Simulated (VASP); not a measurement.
# Sr (P6_3/mmc) in VASP: single point with PBEsol

Aim: the single point of Sr with PBEsol.

Program: VASP 6.6.1. These are calculated values, not measurements. Logs are shortened: lines on timing, memory, paths and dates and some standing lists are left out, and cuts for length are marked.

**1. The cell of the first run**

The structure is hexagonal, space group P6_3/mmc (No. 194). The conventional cell has a = 4.195 Å, b = 4.195 Å, c = 6.879 Å, α = 90.00°, β = 90.00°, γ = 120.00°. Within 5.5 Å of Sr (site symmetry -6m2) lie 12 Sr at 4.19 to 4.21 Å.

This isn't the form of Sr at room conditions, which is fcc.

**2. Single point, PBEsol**

Input file INCAR:

```
SYSTEM = Sr
  ALGO = Normal
  EDIFF = 1E-6
  ENCUT = 520
  GGA = PS
  ISIF = 2
  ISMEAR = 0
  LASPH = .True.
  LCHARG = .False.
  LREAL = .False.
  LWAVE = .False.
  NBANDS = 17
  NELM = 80
  PREC = Accurate
  SIGMA = 0.15
```

Input file KPOINTS:

```
k-points
0
Gamma
  12 12 8
  0 0 0
```

Input file POSCAR:

```
Sr
1.0
    4.1945366888      0.0000000000      0.0000000000
   -2.0972683444      3.6325753296      0.0000000000
    0.0000000000      0.0000000000      6.8785266073
Sr
2
Direct
    0.3333333333      0.6666666667      0.2500000000
    0.6666666667      0.3333333333      0.7500000000
```

Potentials or basis: VASP PAW PBE potentials, release 64 (Sr_sv).

Run with:

```sh
$ cat potpaw_PBE.64/Sr_sv/POTCAR > POTCAR
$ mpirun -np 1 vasp_std > vasp.out
```

OUTCAR:

```text
SYSTEM = Sr
   EDIFF = 1E-6
   ENCUT = 520
   GGA = PS
   ISIF = 2
   ISMEAR = 0
   LASPH = .True.
   LREAL = .False.
   NELM = 80
   PREC = Accurate

 ion  position               nearest neighbor table
   1  0.333  0.667  0.250-   2 4.21   2 4.21   2 4.21   2 4.21   2 4.21   2 4.21
   2  0.667  0.333  0.750-   1 4.21   1 4.21   1 4.21   1 4.21   1 4.21   1 4.21

  LATTYP: Found a hexagonal cell.
 ALAT       =     4.1945366888
 C/A-ratio  =     1.6398775640

  Lattice vectors:

 A1 = (   4.1945366888,   0.0000000000,   0.0000000000)
 A2 = (  -2.0972683444,   3.6325753296,   0.0000000000)
 A3 = (   0.0000000000,   0.0000000000,   6.8785266073)

Analysis of symmetry for initial positions (statically):
=====================================================================
 Subroutine PRICEL returns:
 Original cell was already a primitive cell.

 Routine SETGRP: Setting up the symmetry group for a
 hexagonal supercell.

 Subroutine GETGRP returns: Found 24 space group operations
 (whereof 12 operations were pure point group operations)
 out of a pool of 24 trial point group operations.

The static configuration has the point symmetry D_3d.
 The point group associated with its full space group is D_6h.

Analysis of symmetry for dynamics (positions and initial velocities):
=====================================================================
 Subroutine PRICEL returns:
 Original cell was already a primitive cell.

 Routine SETGRP: Setting up the symmetry group for a
 hexagonal supercell.

 Subroutine GETGRP returns: Found 24 space group operations
 (whereof 12 operations were pure point group operations)
 out of a pool of 24 trial point group operations.

The dynamic configuration has the point symmetry D_3d.
 The point group associated with its full space group is D_6h.

 Subroutine INISYM returns: Found 24 space group operations
 (whereof 12 operations are pure point group operations),
 and found     1 'primitive' translations

----------------------------------------------------------------------------------------

                                     Primitive cell

  volume of cell :     104.8079

  direct lattice vectors                    reciprocal lattice vectors
     4.194536689  0.000000000  0.000000000     0.238405353  0.137643395  0.000000000
    -2.097268344  3.632575330  0.000000000     0.000000000  0.275286789  0.000000000
     0.000000000  0.000000000  6.878526607     0.000000000  0.000000000  0.145379971

  length of vectors
     4.194536689  4.194536689  6.878526607     0.275286789  0.275286789  0.145379971

  position of ions in fractional coordinates (direct lattice)
     0.333333333  0.666666667  0.250000000
     0.666666667  0.333333333  0.750000000

  ion indices of the primitive-cell ions
   primitive index   ion index
                 1           1
                 2           2

----------------------------------------------------------------------------------------

 KPOINTS: k-points

Automatic generation of k-mesh.
 Grid dimensions read from file:
 generate k-points for:   12   12    8

 Generating k-lattice:

  Cartesian coordinates                     Fractional coordinates (reciprocal lattice)
     0.019867113  0.011470283  0.000000000     0.083333333  0.000000000  0.000000000
     0.000000000  0.022940566  0.000000000     0.000000000  0.083333333  0.000000000
     0.000000000  0.000000000  0.018172496     0.000000000  0.000000000  0.125000000

  Length of vectors
     0.022940566  0.022940566  0.018172496

  Shift w.r.t. Gamma in fractional coordinates (k-lattice)
     0.000000000  0.000000000  0.000000000

 Subroutine IBZKPT returns following result:
 ===========================================

 Found     95 irreducible k-points:

 Following reciprocal coordinates:
            Coordinates               Weight
  0.000000  0.000000  0.000000      1.000000
  0.083333  0.000000  0.000000      6.000000
  0.166667  0.000000  0.000000      6.000000
  0.250000 -0.000000  0.000000      6.000000
  0.333333  0.000000  0.000000      6.000000
  0.416667  0.000000  0.000000      6.000000
[... 16 lines left out ...]
  0.250000 -0.000000  0.125000     12.000000
  0.333333  0.000000  0.125000     12.000000
 [... further k-points ...]
   k-points           NKPTS =     95   k-points in BZ     NKDIM =     95   number of bands    NBANDS=     17
   number of dos      NEDOS =    301   number of ions     NIONS =      2
   total plane-waves  NPLWV =  55296
   dimension x,y,z NGX =    32 NGY =   32 NGZ =   54
   dimension x,y,z NGXF=    64 NGYF=   64 NGZF=  108
   ions per type =               2
   NGX,Y,Z   is equivalent  to a cutoff of  12.68, 12.68, 13.05 a.u.
   NGXF,Y,Z  is equivalent  to a cutoff of  25.37, 25.37, 26.10 a.u.
 SYSTEM =  Sr
   PREC   = accura    normal or accurate (medium, high low for compatibility)
   ISTART =      0    job   : 0-new  1-cont  2-samecut
   ICHARG =      2    charge: 1-file 2-atom 10-const
   ISPIN  =      1    spin polarized calculation?
   LNONCOLLINEAR =      F non collinear calculations
   LSORBIT =      F    spin-orbit coupling
   LASPH  =      T    aspherical Exc in radial PAW
   ENCUT  =  520.0 eV  38.22 Ry    6.18 a.u.   7.80  7.80 12.79*2*pi/ulx,y,z
   NELM   =     80;   NELMIN=  2; NELMDL= -5     # of ELM steps
   EDIFF  = 0.1E-05   stopping-criterion for ELM
   LREAL  =      F    real-space projection
   EDIFFG = 0.1E-04   stopping-criterion for IOM
   NSW    =      0    number of steps for IOM
   IBRION =     -1    ionic relax: 0-MD 1-quasi-New 2-CG
   NFREE  =      0    steps in history (QN), initial steepest desc. (CG)
   ISIF   =      2    stress and relaxation
   ISYM   =      2    0-nonsym 1-usesym 2-fastsym
   POTIM  = 0.5000    time-step for ionic-motion
   TEBEG  =    0.0;   TEEND  =   0.0 temperature during run
   PSTRESS=    0.0 pullay stress
   NELECT =      20.0000    total number of electrons
   NUPDOWN=      -1.0000    fix difference up-down
   EMIN   =  10.00;   EMAX   =-10.00  energy-range for DOS
   EFERMI =   0.00;   METHOD = LEGACY
   ISMEAR =     0;   SIGMA  =   0.15  broadening in eV -4-tet -1-fermi 0-gaus
   EFERMI_NEDOS =   21; number of points for ismear=-14 and -15
   IALGO  =     38    algorithm
   IMIX   =      4    mixing-type and parameters
     AMIX     =   0.40;   BMIX     =  1.00
     AMIX_MAG =   1.60;   BMIX_MAG =  1.00
  volume/ion in A,a.u.               =      52.40       353.64
  Fermi-wavevector in a.u.,A,eV,Ry     =   0.942512  1.781089 12.086444  0.888329
  Thomas-Fermi vector in A             =   2.070128
   LORBIT       =      0    0 simple, 1 ext, 2 COOP (PROOUT), +10 PAW based schemes
   GGA     = PS    functional components
   LHFCALC =     F    Hartree Fock is set to
   AEXX    =    0.0000 exact exchange contribution
   IVDW    =     0    specifies the selected vdW correction
   LEPSILON=     F    determine dielectric tensor
   LRPA    =     F    only Hartree local field effects (RPA)
 non-spin polarized calculation
 Gauss-broadening in eV      SIGMA  =   0.15
  energy-cutoff  :      520.00
  volume of cell :      104.81
 maximum number of plane-waves:      2853
 NGX is ok and might be reduce to    32
   NGX = 15   NGY = 15   NGZ = 25

 number of electron      20.0000000 magnetization

 Free energy of the ion-electron system (eV)
  ---------------------------------------------------
  ext. energy  EPLUGINS =         0.00000000
  ---------------------------------------------------
  free energy    TOTEN  =        -3.68404791 eV

  energy without entropy =       -3.65618383  energy(sigma->0) =       -3.67011587

 E-fermi :   1.6748     XC(G=0):  -7.5825

 val. band max:        1.6744219424   @ k =   0.3333   0.1667   0.0000
 cond. band min:       1.6753491716   @ k =   0.3333   0.0000   0.0000
 fundamental gap:      0.0009272292
 Fermi energy:         1.6748250018

 k-point     1 :       0.0000    0.0000    0.0000
  band No.  band energies     occupation
      1     -34.7755      2.00000
      2     -34.7581      2.00000
      3     -16.8999      2.00000
      4     -16.7001      2.00000
      5     -16.7001      2.00000
      6     -16.6688      2.00000
[... 9 lines left out ...]
     16       4.4343      0.00000
     17       4.9912      0.00000

 k-point     2 :       0.0833    0.0000    0.0000
  band No.  band energies     occupation
      1     -34.7745      2.00000
      2     -34.7576      2.00000
      3     -16.8946      2.00000
      4     -16.7124      2.00000
      5     -16.7040      2.00000
      6     -16.6815      2.00000
[... 9 lines left out ...]
     16       4.5344      0.00000
     17       4.8470      0.00000

 k-point     3 :       0.1667    0.0000    0.0000
  band No.  band energies     occupation
      1     -34.7715      2.00000
      2     -34.7561      2.00000
      3     -16.8796      2.00000
      4     -16.7460      2.00000
      5     -16.7158      2.00000
      6     -16.7142      2.00000
[... 9 lines left out ...]
     16       4.4865      0.00000
     17       4.6094      0.00000

 k-point     4 :       0.2500   -0.0000    0.0000
  band No.  band energies     occupation
      1     -34.7673      2.00000
      2     -34.7543      2.00000
      3     -16.8572      2.00000
      4     -16.7921      2.00000
      5     -16.7612      2.00000
      6     -16.7278      2.00000
[... 9 lines left out ...]
     16       4.8394      0.00000
     17       4.8582      0.00000
[... 343 lines left out ...]
      1     -34.7709      2.00000
      2     -34.7567      2.00000
      3     -16.8732      2.00000
      4     -16.7438      2.00000
      5     -16.7209      2.00000
      6     -16.7128      2.00000
[... 9 lines left out ...]
     16       4.6169      0.00000
     17       4.7647      0.00000

 k-point    23 :       0.2500   -0.0000    0.1250
  band No.  band energies     occupation
      1     -34.7668      2.00000
      2     -34.7548      2.00000
      3     -16.8553      2.00000
      4     -16.7871      2.00000
      5     -16.7657      2.00000
      6     -16.7262      2.00000
[... 9 lines left out ...]
     16       4.8677      0.00000
     17       4.9209      0.00000

 k-point    24 :       0.3333    0.0000    0.1250
  band No.  band energies     occupation
      1     -34.7624      2.00000
      2     -34.7532      2.00000
      3     -16.8526      2.00000
      4     -16.8171      2.00000
      5     -16.8041      2.00000
      6     -16.7392      2.00000
[... 9 lines left out ...]
     16       5.2877      0.00000
     17       5.4321      0.00000

 [... further k-points ...]

------------------------ aborting loop because EDIFF is reached ----------------------------------------

  FORCE on cell =-STRESS in cart. coord.  units (eV):
  Direction    XX          YY          ZZ          XY          YZ          ZX
  --------------------------------------------------------------------------------------
  -------------------------------------------------------------------------------------
  Total       -0.0037519     -0.0037519      0.0036718      0.0000000      0.0000000     -0.0000000
  in kB       -0.0573548     -0.0573548      0.0561302      0.0000000      0.0000000     -0.0000000
  external PRESSURE =      -0.0195265 kB  Pullay stress =       0.0000000 kB

 VOLUME and BASIS-vectors are now :
 -----------------------------------------------------------------------------
  energy-cutoff  :      520.00
  volume of cell :      104.81
      direct lattice vectors                 reciprocal lattice vectors
     4.194536689  0.000000000  0.000000000     0.238405353  0.137643395  0.000000000
    -2.097268344  3.632575330  0.000000000     0.000000000  0.275286789  0.000000000
     0.000000000  0.000000000  6.878526607     0.000000000  0.000000000  0.145379971

 POSITION                                       TOTAL-FORCE (eV/Angst)
 -----------------------------------------------------------------------------------
     -0.00000      2.42172      1.71963        -0.000000      0.000000      0.000000
      2.09727      1.21086      5.15889         0.000000      0.000000      0.000000
 -----------------------------------------------------------------------------------
    total drift:                               -0.000000      0.000000     -0.000000

  FREE ENERGIE OF THE ION-ELECTRON SYSTEM (eV)
  ---------------------------------------------------
  free  energy   TOTEN  =        -3.6840479109 eV

  energy  without entropy=       -3.6561838265  energy(sigma->0) =       -3.67011587
```

Run time: 69 s. Hardware: 1 thread of Intel Xeon 6975P-C (Granite Rapids), shared host; peak memory 0.31 GiB.

What came out:

| Property | Result |
| --- | --- |
| Free energy | -3.6840 eV |
| Pressure | 0.0 GPa |
| Band gap on the k mesh | zero (bands 10 and 11 overlap by 0.23 eV) |

Caveat: the PAW data sets were made with another functional, which shifts forces and pressure a little.
